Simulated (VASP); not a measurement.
A run of VASP 6.6.1:

File INCAR:

```
SYSTEM = Pt
PREC     = Accurate       ! precision mode
ENCUT    = 520            ! plane-wave cutoff, eV
EDIFF    = 1E-8           ! SCF threshold, eV
ISMEAR   = -1             ! smearing method
SIGMA    = 0.15           ! smearing width, eV
LREAL    = .FALSE.        ! projectors in reciprocal space
LASPH    = .TRUE.         ! aspherical terms in the spheres
NELM     = 100            ! most SCF steps
ALGO     = Normal         ! electronic algorithm
ISIF     = 2              ! what is computed and relaxed
LWAVE    = .FALSE.        ! write WAVECAR
LCHARG   = .TRUE.         ! write CHGCAR
NBANDS   = 11             ! bands
IBRION   = 8              ! ionic algorithm
NSW      = 1              ! ionic steps
```

File KPOINTS:

```
regular mesh
0
G
  16 16 16
  0 0 0
```

Contents of POSCAR:

```
Pt
1.0
    0.0000000000      1.9484743754      1.9484743754
    1.9484743754      0.0000000000      1.9484743754
    1.9484743754      1.9484743754      0.0000000000
Pt
1
Direct
    0.0000000000      0.0000000000      0.0000000000
```

Potentials or basis: VASP PAW LDA potentials, release 64 (Pt).

The run is started by

```sh
$ cat potpaw_LDA.64/Pt/POTCAR > POTCAR
$ mpirun -np 1 vasp_std > vasp.out
```

Hardware: 1 thread of Intel Xeon 8259CL, with other jobs on the host.

Problem. Estimate the wall time of this run.

Solution. Wall time 2.1 min on 1 thread of Intel Xeon 8259CL (shared host), peak memory 0.23 GiB. Counts: scf iterations 24, k points 145.
